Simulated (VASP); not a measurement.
Here is a VASP 6.6.1 calculation.

INCAR

```
SYSTEM = ZnS
  PREC = Accurate
  ENCUT = 600
  EDIFF = 1E-6
  ISMEAR = -1
  SIGMA = 0.1
  LREAL = .FALSE.
  LASPH = .TRUE.
  NELM = 60
  ALGO = Normal
  ISIF = 3
  LWAVE = .FALSE.
  LCHARG = .FALSE.
  GGA = PS
  IBRION = 2
  NSW = 100
  EDIFFG = -0.002
```

KPOINTS

```
Automatic mesh
0
G
  12 12 12
  0 0 0
```

POSCAR

```
ZnS
1.0
    0.0000000000      2.7020000000      2.7020000000
    2.7020000000      0.0000000000      2.7020000000
    2.7020000000      2.7020000000      0.0000000000
Zn S
1 1
Direct
    0.7500000000      0.7500000000      0.7500000000
    0.0000000000      0.0000000000      0.0000000000
```

Potentials or basis: VASP PAW PBE potentials, release 64 (Zn, S).

The run is started by

```console
$ cat potpaw_PBE.64/Zn/POTCAR potpaw_PBE.64/S/POTCAR > POTCAR
$ mpirun -np 1 vasp_std > vasp.out
```

Estimate the relaxed volume.

19.27 Å³/atom.

What does it give for the space group after relaxing (to 0.05 Å)?

F-43m (No. 216).

The path:
| step | energy change (eV) | largest force (eV/Å) | pressure (GPa) | volume (Å³) |
| --- | --- | --- | --- | --- |
| 1 | 0.0000 | 0.0000 | -1.73 | 39.45 |
| 2 | -0.0049 | 0.0000 | 0.59 | 38.25 |
| 3 | -0.0054 | 0.0000 | -0.03 | 38.51 |
| 4 | -0.0053 | 0.0000 | 0.09 | 38.49 |
| 5 | -0.0053 | 0.0000 | -0.04 | 38.55 |
| 6 | -0.0053 | 0.0000 | 0.01 | 38.54 |

Caveat: the PAW data sets were made with another functional, which shifts forces and pressure a little.
